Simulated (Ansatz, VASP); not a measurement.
**La in VASP and in Ansatz**

File INCAR:

```
  ALGO = Normal
  EDIFF = 1E-7
  ENCUT = 520
  GGA = RP
  ISIF = 2
  ISMEAR = -1
  LASPH = T
  LCHARG = T
  LELF = T
  LREAL = F
  LVHAR = T
  LWAVE = F
  NBANDS = 18
  NELM = 80
  PREC = Accurate
  SIGMA = 0.1
```

Contents of KPOINTS:

```
k-points
0
Gamma
  9 9 9
```

File POSCAR:

```
La
1.0
    0.0000000000      3.4654272962      3.4654272962
    3.4654272962      0.0000000000      3.4654272962
    3.4654272962      3.4654272962      0.0000000000
La
2
Direct
    0.1250000000      0.1250000000      0.1250000000
    0.8750000000      0.8750000000      0.8750000000
```

Input for Ansatz:

```yaml
crystal:
  lattice:
    - [0.0, 3.4654272962, 3.4654272962]
    - [3.4654272962, 0.0, 3.4654272962]
    - [3.4654272962, 3.4654272962, 0.0]
  atoms:
    - { symbol: La, position: [0.125, 0.125, 0.125] }
    - { symbol: La, position: [0.875, 0.875, 0.875] }
hamiltonian:
  xc: rpbe
  pseudopotentials:
    kind: paw
    azcp:
      La: "pseudopotentials/La.paw.azcp"
basis:
  ecutwfc: 420
  fft_grid_basis: typed
kpoints:
  mp_grid: { grid: [9, 9, 9], shift: [0, 0, 0] }
magnetization:
  spin_polarized: false
scf:
  occupations: { method: fermi_dirac, width: 0.1 }
  lower_state_search: "off"
output:
  stress: true
```

Alike in both runs: task single point; functional RPBE; k mesh 9 × 9 × 9; occupations fermi-dirac, width 0.1 eV; no spin polarisation.

|  | VASP | Ansatz |
| --- | --- | --- |
| version | VASP 6.6.1 | Ansatz 0.2.0 |
| potentials or method | VASP PAW PBE potentials, release 64 (La), cutoff 520 eV | plane waves (420 eV) with PAW, scalar-relativistic |
| valence electrons in the cell | 22 | 22 |

|  | VASP | Ansatz | Ansatz less VASP |
| --- | --- | --- | --- |
| pressure (GPa) | -2.1 | -2.1 | 0.00 |

VASP's potentials were made for PBE, not for RPBE.

Spin-orbit coupling is off throughout.
